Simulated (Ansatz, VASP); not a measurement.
## Zn in VASP and in Ansatz

```
Zn
1.0
     0.00000    2.70867    2.70867
     2.70867    0.00000    2.70867
     2.70867    2.70867    0.00000
Zn
2
Direct
  0.12500 0.12500 0.12500
  0.87500 0.87500 0.87500
```

Alike in both runs: task single point; functional PBEsol; k mesh 11 × 11 × 11; occupations fermi-dirac, width 0.1 eV; no spin polarisation.

|  | VASP | Ansatz |
| --- | --- | --- |
| version | VASP 6.6.1 | Ansatz 0.2.0 |
| potentials or method | VASP PAW PBE potentials, release 64 (Zn), cutoff 520 eV | plane waves (420 eV) with PAW, scalar-relativistic |
| valence electrons in the cell | 24 | 24 |

Ansatz gave:

| Item | Value |
| --- | --- |
| pressure (GPa) | 6.4 |

Estimate VASP's values.

pressure (GPa): 6.8.

VASP's potentials were made for PBE, not for PBEsol, and Ansatz warns of the same on its side. With one functional, cell and mesh, what is left measures potentials, basis and numerics.
